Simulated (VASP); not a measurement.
SnO: single point with PBE

The system is SnO.

```
Sn O
1.0
     2.73477   -2.73482   -0.00003
     2.73462    2.73468    0.00001
    -0.00004    0.00007   10.17038
Sn O
4 4
Direct
  0.74072 0.24425 0.86493
  0.24075 0.74426 0.13684
  0.74074 0.24427 0.36492
  0.24078 0.74429 0.63684
  0.24074 0.24425 0.25089
  0.74077 0.74426 0.75088
  0.24075 0.24428 0.75089
  0.74073 0.74428 0.25088
```

```json
{
  "Program": "VASP 6.6.1",
  "Task": "single point",
  "Functional": "PBE",
  "Potentials or basis": "VASP PAW PBE potentials, release 64 (Sn_d, O)",
  "Cutoff": "520 eV",
  "k mesh": "6 × 6 × 2",
  "Occupations": "gaussian, width 0.02 eV",
  "Spin": "no spin polarisation",
  "Dipole correction": "no",
  "Further INCAR settings": "ALGO = Normal; EDIFF = 1e-06; NBANDS = 50"
}
```

```yaml
Pressure: 0.2 GPa
Largest_force: 0.076 eV/Å
Band_gap_on_the_k_mesh: 0.53 eV
```

Forces on the atoms (eV/Å):
```
Sn   0.001  0.000  0.074
Sn   0.000  0.000 -0.075
Sn   0.000  0.000  0.076
Sn  -0.001  0.000 -0.075
O    0.000  0.001 -0.001
O    0.000  0.001  0.000
O    0.000  0.000  0.000
O    0.000  0.000 -0.001
```

Levels at points of the mesh, in eV from the valence-band top:
```tsv
k point	band 37	band 38	band 39	band 40	band 41	band 42	band 43	band 44
(0.00, 0.00, 0.00)	-2.88	-2.88	-1.94	0.00	1.73	1.90	3.33	3.33
(0.50, 0.00, 0.00)	-2.32	-2.32	-1.53	-1.53	2.46	2.46	3.03	3.03
(0.00, 0.50, 0.00)	-2.32	-2.32	-1.53	-1.53	2.46	2.46	3.03	3.03
(0.50, 0.50, 0.00)	-2.24	-2.24	-1.74	-1.74	0.53	0.53	2.62	2.62
(0.00, 0.00, 0.50)	-2.88	-2.88	-0.69	-0.69	1.68	1.68	3.84	3.84
(0.50, 0.00, 0.50)	-1.91	-1.91	-1.91	-1.91	2.74	2.74	2.74	2.74
(0.00, 0.50, 0.50)	-1.91	-1.91	-1.91	-1.91	2.73	2.74	2.74	2.74
(0.50, 0.50, 0.50)	-2.05	-2.05	-2.05	-2.05	1.27	1.27	1.27	1.27
```

It took 8.5 min on 1 thread of Intel Xeon 8259CL, with other jobs on the host, peak memory 0.39 GiB.

Caveat: spin-orbit coupling is left out, which moves the levels of the heavy elements. A k mesh can miss the band edges.
